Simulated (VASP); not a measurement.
Wanted: the native input for a VASP 6.6.1 run.

```yaml
Task: single point
Functional: LDA
Potentials_or_basis: VASP PAW LDA potentials, release 64 (Ti_sv, B)
Cutoff: 520 eV
k_mesh: 18 × 18 × 12
Occupations: fermi-dirac, width 0.15 eV
Spin: no spin polarisation
Dipole_correction: no
Further_INCAR_settings: ALGO = Normal; EDIFF = 1e-06; NBANDS = 16
```

The structure of TiB2 lies in POSCAR:

```
TiB2
1.0
    2.9943051716      0.0000000029      0.0000000000
   -1.4971525883      2.5931443438      0.0000000000
    0.0000000000      0.0000000000      3.1598271771
Ti B
1 2
Direct
    0.0000000000      0.0000000000      0.0000000000
    0.3333333333      0.6666666667      0.5000000000
    0.6666666667      0.3333333333      0.5000000000
```

These files were run (other wordings do the same):

INCAR

```
ALGO = Normal
EDIFF = 1E-6
ENCUT = 520
ISIF = 2
ISMEAR = -1
LASPH = T
LCHARG = F
LREAL = F
LWAVE = F
NBANDS = 16
NELM = 100
PREC = Accurate
SIGMA = 0.15
```

KPOINTS

```
k-points
0
Gamma
  18 18 12
```

Potentials or basis: VASP PAW LDA potentials, release 64 (Ti_sv, B).

Command:

```sh
$ cat potpaw_LDA.64/Ti_sv/POTCAR potpaw_LDA.64/B/POTCAR > POTCAR
$ mpirun -np 1 vasp_std > vasp.out
```

Results of the run:

| Item | Value |
| --- | --- |
| Pressure | 0.6 GPa |
| Band gap on the k mesh | zero (bands 9 and 10 overlap by 0.74 eV) |

It took 2.2 min on 1 thread of AMD EPYC 7R43 64-Core Processor (Zen 3) (shared host), peak memory 0.17 GiB.
